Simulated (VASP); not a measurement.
A run of VASP 6.6.1:

INCAR

```
  ALGO = Normal
  EDIFF = 1E-6
  ENCUT = 520
  GGA = PS
  ISIF = 2
  ISMEAR = 0
  LASPH = True
  LCHARG = True
  LELF = True
  LREAL = False
  LVHAR = True
  LWAVE = False
  NBANDS = 13
  NELM = 100
  PREC = Accurate
  SIGMA = 0.1
```

File KPOINTS:

```
k-points
0
Gamma
  14 14 8
```

File POSCAR:

```
Se
1.0
    1.4617381277     -4.1821854130      0.0016156011
    1.4617381277      4.1821854130     -0.0016156011
    0.0000000000     -0.0018453726      4.8556365485
Se
2
Direct
    0.9067666650      0.0932333350      0.2694380967
    0.0932333350      0.9067666650      0.7305619033
```

Potentials or basis: VASP PAW PBE potentials, release 64 (Se).

Command:

```console
$ cat potpaw_PBE.64/Se/POTCAR > POTCAR
$ mpirun -np 1 vasp_std > vasp.out
```

Hardware: 1 thread of Intel(R) Xeon(R) 6975P-C (Granite Rapids), with other jobs on the host.

Q: Estimate the wall time of this run.

A: Wall time 110 s on 1 thread of Intel(R) Xeon(R) 6975P-C (Granite Rapids), on a shared host, peak memory 0.41 GiB. Counts: scf iterations 10, k points 429.
